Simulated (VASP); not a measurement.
# V2N3 (P-3m1) in VASP: notebook

V2N3 is run at these levels: PBEsol; tasks: single point.

All numbers are computed with VASP 6.6.1; they aren't measurements. Logs are shortened: lines on timing, memory, paths and dates and some standing lists are left out, and cuts for length are marked.

## (1) The cell of the first run

Symmetry: P-3m1, No. 164, trigonal system. The conventional cell has a = 2.863 Å, b = 2.863 Å, c = 6.196 Å, α = 90.00°, β = 90.00°, γ = 120.00°. Within 2.7 Å of V (site symmetry 3m) lie 6 N at 2.05 to 2.06 Å. Within 2.7 Å of N (site symmetry -3m) lie 6 V at 2.06 Å and 2 N at 2.43 Å. N (site symmetry 3m) has 1 N at 1.33 Å within 1.8 Å.

## (2) Single point, PBEsol (strain +0.0300 x Voigt [1, 1, 0, 0, 0, 0])

INCAR reads:

```
  PREC = Accurate
  ENCUT = 520
  EDIFF = 1E-6
  ISMEAR = 0
  SIGMA = 0.15
  LREAL = F
  LASPH = T
  NELM = 80
  ALGO = Normal
  ISIF = 2
  LWAVE = F
  LCHARG = F
  GGA = PS
  NBANDS = 28
```

KPOINTS reads:

```
Automatic mesh
0
Gamma
  18 18 8
```

POSCAR reads:

```
V2N3
1.0
    2.8631806036      0.0000000000      0.0000000000
   -1.4315903018      2.4795871383      0.0000000000
    0.0000000000      0.0000000000      6.1963538749
V N
2 3
Direct
    0.6666666667      0.3333333333      0.3021155180
    0.3333333333      0.6666666667      0.6978844820
    0.0000000000      0.0000000000      0.5000000000
    0.0000000000      0.0000000000      0.1074399115
    0.0000000000      0.0000000000      0.8925600885
```

Potentials or basis: VASP PAW PBE potentials, release 64 (V_sv, N).

Launch:

```console
> cat potpaw_PBE.64/V_sv/POTCAR potpaw_PBE.64/N/POTCAR > POTCAR
> mpirun -np 1 vasp_std > vasp.out
```

OUTCAR:

```text
PREC = Accurate
   ENCUT = 520
   EDIFF = 1E-6
   ISMEAR = 0
   LREAL = F
   LASPH = T
   NELM = 80
   ISIF = 2
   GGA = PS

 ion  position               nearest neighbor table
   1  0.667  0.333  0.302-   4 2.05   4 2.05   4 2.05   3 2.06   3 2.06   3 2.06
   2  0.333  0.667  0.698-   5 2.05   5 2.05   5 2.05   3 2.06   3 2.06   3 2.06
   3  0.000  0.000  0.500-   1 2.06   2 2.06   2 2.06   1 2.06   1 2.06   2 2.06
   4  0.000  0.000  0.107-   5 1.33   1 2.05   1 2.05   1 2.05
   5  0.000  0.000  0.893-   4 1.33   2 2.05   2 2.05   2 2.05

  LATTYP: Found a hexagonal cell.
 ALAT       =     2.8631806036
 C/A-ratio  =     2.1641505489

  Lattice vectors:

 A1 = (   2.8631806036,   0.0000000000,   0.0000000000)
 A2 = (  -1.4315903018,   2.4795871383,   0.0000000000)
 A3 = (   0.0000000000,   0.0000000000,   6.1963538749)

Analysis of symmetry for initial positions (statically):
=====================================================================
 Subroutine PRICEL returns:
 Original cell was already a primitive cell.

 Routine SETGRP: Setting up the symmetry group for a
 hexagonal supercell.

 Subroutine GETGRP returns: Found 12 space group operations
 (whereof 12 operations were pure point group operations)
 out of a pool of 24 trial point group operations.

The static configuration has the point symmetry D_3d.

Analysis of symmetry for dynamics (positions and initial velocities):
=====================================================================
 Subroutine PRICEL returns:
 Original cell was already a primitive cell.

 Routine SETGRP: Setting up the symmetry group for a
 hexagonal supercell.

 Subroutine GETGRP returns: Found 12 space group operations
 (whereof 12 operations were pure point group operations)
 out of a pool of 24 trial point group operations.

The dynamic configuration has the point symmetry D_3d.

 Subroutine INISYM returns: Found 12 space group operations
 (whereof 12 operations are pure point group operations),
 and found     1 'primitive' translations

----------------------------------------------------------------------------------------

                                     Primitive cell

  volume of cell :      43.9911

  direct lattice vectors                    reciprocal lattice vectors
     2.863180604  0.000000000  0.000000000     0.349261936  0.201646473  0.000000000
    -1.431590302  2.479587138  0.000000000     0.000000000  0.403292945  0.000000000
     0.000000000  0.000000000  6.196353875     0.000000000  0.000000000  0.161385231

  length of vectors
     2.863180604  2.863180604  6.196353875     0.403292945  0.403292945  0.161385231

  position of ions in fractional coordinates (direct lattice)
     0.666666667  0.333333333  0.302115518
     0.333333333  0.666666667  0.697884482
     0.000000000  0.000000000  0.500000000
     0.000000000  0.000000000  0.107439912
     0.000000000  0.000000000  0.892560088

  ion indices of the primitive-cell ions
   primitive index   ion index
                 1           1
                 2           2
                 3           3
                 4           4
                 5           5

----------------------------------------------------------------------------------------

 KPOINTS: Automatic mesh

Automatic generation of k-mesh.
 Grid dimensions read from file:
 generate k-points for:   18   18    8

 Generating k-lattice:

  Cartesian coordinates                     Fractional coordinates (reciprocal lattice)
     0.019403441  0.011202582  0.000000000     0.055555556  0.000000000  0.000000000
     0.000000000  0.022405164  0.000000000     0.000000000  0.055555556  0.000000000
     0.000000000  0.000000000  0.020173154     0.000000000  0.000000000  0.125000000

  Length of vectors
     0.022405164  0.022405164  0.020173154

  Shift w.r.t. Gamma in fractional coordinates (k-lattice)
     0.000000000  0.000000000  0.000000000

 Subroutine IBZKPT returns following result:
 ===========================================

 Found    266 irreducible k-points:

 Following reciprocal coordinates:
            Coordinates               Weight
  0.000000  0.000000  0.000000      1.000000
  0.055556  0.000000  0.000000      6.000000
  0.111111  0.000000  0.000000      6.000000
  0.166667  0.000000  0.000000      6.000000
  0.222222  0.000000  0.000000      6.000000
  0.277778  0.000000  0.000000      6.000000
[... 16 lines left out ...]
  0.333333  0.111111  0.000000     12.000000
  0.388889  0.111111  0.000000     12.000000
 [... further k-points ...]
   k-points           NKPTS =    266   k-points in BZ     NKDIM =    266   number of bands    NBANDS=     28
   number of dos      NEDOS =    301   number of ions     NIONS =      5
   total plane-waves  NPLWV =  27648
   dimension x,y,z NGX =    24 NGY =   24 NGZ =   48
   dimension x,y,z NGXF=    48 NGYF=   48 NGZF=   96
   ions per type =               2   3
   NGX,Y,Z   is equivalent  to a cutoff of  13.94, 13.94, 12.88 a.u.
   NGXF,Y,Z  is equivalent  to a cutoff of  27.87, 27.87, 25.76 a.u.
 SYSTEM =  unknown system
   PREC   = accura    normal or accurate (medium, high low for compatibility)
   ISTART =      0    job   : 0-new  1-cont  2-samecut
   ICHARG =      2    charge: 1-file 2-atom 10-const
   ISPIN  =      1    spin polarized calculation?
   LNONCOLLINEAR =      F non collinear calculations
   LSORBIT =      F    spin-orbit coupling
   LASPH  =      T    aspherical Exc in radial PAW
   ENCUT  =  520.0 eV  38.22 Ry    6.18 a.u.   5.32  5.32 11.52*2*pi/ulx,y,z
   NELM   =     80;   NELMIN=  2; NELMDL= -5     # of ELM steps
   EDIFF  = 0.1E-05   stopping-criterion for ELM
   LREAL  =      F    real-space projection
   EDIFFG = 0.1E-04   stopping-criterion for IOM
   NSW    =      0    number of steps for IOM
   IBRION =     -1    ionic relax: 0-MD 1-quasi-New 2-CG
   NFREE  =      0    steps in history (QN), initial steepest desc. (CG)
   ISIF   =      2    stress and relaxation
   ISYM   =      2    0-nonsym 1-usesym 2-fastsym
   POTIM  = 0.5000    time-step for ionic-motion
   TEBEG  =    0.0;   TEEND  =   0.0 temperature during run
   PSTRESS=    0.0 pullay stress
   NELECT =      41.0000    total number of electrons
   NUPDOWN=      -1.0000    fix difference up-down
   EMIN   =  10.00;   EMAX   =-10.00  energy-range for DOS
   EFERMI =   0.00;   METHOD = LEGACY
   ISMEAR =     0;   SIGMA  =   0.15  broadening in eV -4-tet -1-fermi 0-gaus
   EFERMI_NEDOS =   21; number of points for ismear=-14 and -15
   IALGO  =     38    algorithm
   IMIX   =      4    mixing-type and parameters
     AMIX     =   0.40;   BMIX     =  1.00
     AMIX_MAG =   1.60;   BMIX_MAG =  1.00
  volume/ion in A,a.u.               =       8.80        59.37
  Fermi-wavevector in a.u.,A,eV,Ry     =   1.599121  3.021901 34.792657  2.557188
  Thomas-Fermi vector in A             =   2.696464
   LORBIT       =      0    0 simple, 1 ext, 2 COOP (PROOUT), +10 PAW based schemes
   GGA     = PS    functional components
   LHFCALC =     F    Hartree Fock is set to
   AEXX    =    0.0000 exact exchange contribution
   IVDW    =     0    specifies the selected vdW correction
   LEPSILON=     F    determine dielectric tensor
   LRPA    =     F    only Hartree local field effects (RPA)
 non-spin polarized calculation
 Gauss-broadening in eV      SIGMA  =   0.15
  energy-cutoff  :      520.00
  volume of cell :       43.99
 maximum number of plane-waves:      1200
 NGX is ok and might be reduce to    24
   NGX = 11   NGY = 11   NGZ = 23

 number of electron      41.0000006 magnetization

 Free energy of the ion-electron system (eV)
  ---------------------------------------------------
  ext. energy  EPLUGINS =         0.00000000
  ---------------------------------------------------
  free energy    TOTEN  =       -49.75804314 eV

  energy without entropy =      -49.72918481  energy(sigma->0) =      -49.74361397

 E-fermi :   9.5983     XC(G=0): -13.2522

 val. band max:        9.5976657826   @ k =  -0.0556   0.3889   0.1250
 cond. band min:       9.6015364938   @ k =   0.3333   0.3333   0.2500
 fundamental gap:      0.0038707112
 Fermi energy:         9.5983464993

 k-point     1 :       0.0000    0.0000    0.0000
  band No.  band energies     occupation
      1     -54.9615      2.00000
      2     -54.9289      2.00000
      3     -28.9991      2.00000
      4     -28.7572      2.00000
      5     -28.7572      2.00000
      6     -28.7495      2.00000
[... 20 lines left out ...]
     27      13.0276      0.00000
     28      13.6112      0.00000

 k-point     2 :       0.0556    0.0000    0.0000
  band No.  band energies     occupation
      1     -54.9594      2.00000
      2     -54.9273      2.00000
      3     -28.9952      2.00000
      4     -28.7747      2.00000
      5     -28.7609      2.00000
      6     -28.7521      2.00000
[... 20 lines left out ...]
     27      13.0382      0.00000
     28      13.5872      0.00000

 k-point     3 :       0.1111    0.0000    0.0000
  band No.  band energies     occupation
      1     -54.9535      2.00000
      2     -54.9227      2.00000
      3     -28.9843      2.00000
      4     -28.8150      2.00000
      5     -28.7879      2.00000
      6     -28.7714      2.00000
[... 20 lines left out ...]
     27      13.0787      0.00000
     28      13.5205      0.00000

 k-point     4 :       0.1667    0.0000    0.0000
  band No.  band energies     occupation
      1     -54.9443      2.00000
      2     -54.9157      2.00000
      3     -28.9704      2.00000
      4     -28.8740      2.00000
      5     -28.8395      2.00000
      6     -28.7869      2.00000
[... 578 lines left out ...]
     27      12.8269      0.00000
     28      13.6301      0.00000

 k-point    23 :       0.3333    0.1111    0.0000
  band No.  band energies     occupation
      1     -54.8961      2.00000
      2     -54.8824      2.00000
      3     -29.1496      2.00000
      4     -29.1069      2.00000
      5     -28.8859      2.00000
      6     -28.8490      2.00000
[... 20 lines left out ...]
     27      12.9131      0.00000
     28      13.5984      0.00000

 k-point    24 :       0.3889    0.1111    0.0000
  band No.  band energies     occupation
      1     -54.8895      2.00000
      2     -54.8790      2.00000
      3     -29.1828      2.00000
      4     -29.1352      2.00000
      5     -28.8972      2.00000
      6     -28.8546      2.00000
[... 20 lines left out ...]
     27      13.0626      0.00000
     28      13.6045      0.00000

 [... further k-points ...]
[... 5 lines left out ...]
  --------------------------------------------------------------------------------------
  -------------------------------------------------------------------------------------
  Total       -5.0294634     -5.0294634     -1.7404826      0.0000000      0.0000000      0.0000000
  in kB     -183.1757175   -183.1757175    -63.3892966      0.0000000      0.0000000      0.0000000
  external PRESSURE =    -143.2469105 kB  Pullay stress =       0.0000000 kB

 VOLUME and BASIS-vectors are now :
 -----------------------------------------------------------------------------
  energy-cutoff  :      520.00
  volume of cell :       43.99
      direct lattice vectors                 reciprocal lattice vectors
     2.863180604  0.000000000  0.000000000     0.349261936  0.201646473  0.000000000
    -1.431590302  2.479587138  0.000000000     0.000000000  0.403292945  0.000000000
     0.000000000  0.000000000  6.196353875     0.000000000  0.000000000  0.161385231

 POSITION                                       TOTAL-FORCE (eV/Angst)
 -----------------------------------------------------------------------------------
      1.43159      0.82653      1.87201         0.000000      0.000000      0.094130
     -0.00000      1.65306      4.32434        -0.000000      0.000000     -0.094130
      0.00000      0.00000      3.09818         0.000000      0.000000      0.000000
      0.00000      0.00000      0.66574         0.000000      0.000000      0.337453
      0.00000      0.00000      5.53062        -0.000000     -0.000000     -0.337453
 -----------------------------------------------------------------------------------
    total drift:                               -0.000000      0.000000      0.000000

  FREE ENERGIE OF THE ION-ELECTRON SYSTEM (eV)
  ---------------------------------------------------
  free  energy   TOTEN  =       -49.7580431435 eV

  energy  without entropy=      -49.7291848051  energy(sigma->0) =      -49.74361397
```

Run time: 4.7 min. Hardware: 1 thread of Intel Xeon 6975P-C, shared host; peak memory 0.37 GiB.

What came out:

```yaml
Free_energy: -49.7580 eV
Pressure: -14.3 GPa
Largest_force: 0.337 eV/Å
```

Forces in eV/Å, atoms in the order of the input:
```
V    0.000  0.000  0.094
V    0.000  0.000 -0.094
N    0.000  0.000  0.000
N    0.000  0.000  0.337
N    0.000  0.000 -0.337
```

Levels at points of the mesh, in eV from the Fermi level:
```
           k point  band 18  band 19  band 20  band 21  band 22  band 23
(0.00, 0.00, 0.00)    -2.06    -2.06    -0.55     0.27     0.27     1.11
(0.50, 0.00, 0.00)    -3.22    -1.35    -1.19     0.32     1.55     1.75
(0.00, 0.00, 0.50)    -1.25    -1.22    -1.22     0.13     0.13     1.06
(0.50, 0.00, 0.50)    -2.18    -1.68    -0.75     0.35     1.49     2.01
```

Caveat: the cell differs from its parent crystal (strain +0.0300 x Voigt [1, 1, 0, 0, 0, 0]); the PAW data sets were made with another functional, which shifts forces and pressure a little; the run has no spin polarisation, though such a crystal can be magnetic.

(Continued in part 2 of 2.)
